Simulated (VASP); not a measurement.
Input of a VASP 6.6.1 run:

File POSCAR:

```
C
1.0
   -2.1268362731     -1.2279462884      0.0110113261
    1.3968870171      0.0000000000     -3.5424027035
    5.6820653108     -8.5956240187      1.7381673734
C
10
Direct
    0.8333292192      0.1333206483      0.0666672544
    0.4333292192      0.2333206483      0.2666672544
    0.0333292192      0.3333206483      0.4666672544
    0.6333292192      0.4333206483      0.6666672544
    0.2333292192      0.5333206483      0.8666672544
    0.7666707808     -0.4333206483      0.9333327456
    0.3666707808      0.1666793517      0.1333327456
    0.9666707808      0.2666793517      0.3333327456
    0.5666707808      0.3666793517      0.5333327456
    0.1666707808      0.4666793517      0.7333327456
```

File INCAR.step1:

```
ALGO     = Normal         # electronic algorithm
EDIFF    = 1E-4           # SCF threshold, eV
ENCUT    = 520            # plane-wave cutoff, eV
GGA      = PE             # functional
ISMEAR   = 0              # smearing method
LASPH    = True           # aspherical terms in the spheres
LCHARG   = False          # write CHGCAR
LREAL    = False          # projectors in reciprocal space
LWAVE    = True           # write WAVECAR
NBANDS   = 31             # bands
NELM     = 60             # most SCF steps
PREC     = Accurate       # precision mode
SIGMA    = 0.05           # smearing width, eV
```

The input INCAR.step2:

```
ALGO     = Normal         # electronic algorithm
EDIFF    = 1E-7           # SCF threshold, eV
ENCUT    = 520            # plane-wave cutoff, eV
ISIF     = 2              # what is computed and relaxed
ISMEAR   = 0              # smearing method
ISTART   = 1            
LASPH    = True           # aspherical terms in the spheres
LCHARG   = True           # write CHGCAR
LELF     = True           # ELF
LMIXTAU  = True         
LREAL    = False          # projectors in reciprocal space
LVHAR    = True         
LWAVE    = False          # write WAVECAR
METAGGA  = R2SCAN         # meta-GGA
NBANDS   = 31             # bands
NELM     = 60             # most SCF steps
PREC     = Accurate       # precision mode
SIGMA    = 0.05           # smearing width, eV
```

KPOINTS

```
k-points
0
Gamma
  11 8 3
```

Potentials or basis: VASP PAW PBE potentials, release 64 (C).

Launch:

```sh
$ cat potpaw_PBE.64/C/POTCAR > POTCAR
$ cp INCAR.step1 INCAR
$ mpirun -np 1 vasp_std > vasp.out
$ cp INCAR.step2 INCAR
$ mpirun -np 1 vasp_std > vasp.out
```

Question: What does it give for the largest force?

Answer: 1.449 eV/Å.

Question: Estimate the band gap on the k mesh.

Answer: Zero (bands 20 and 21 overlap by 0.35 eV).

Question: What does it give for the pressure?

Answer: -1.9 GPa.

Stress tensor (GPa, compression positive):
```
 2.88 -0.47  8.16
-0.47 -1.16  1.85
 8.16  1.85 -7.30
```

Caveat: the cell differs from its parent crystal (the part above a cut slid along it); the stress differs along the axes, from -7 to 3 GPa; the PAW data sets were made with another functional, which shifts forces and pressure a little.
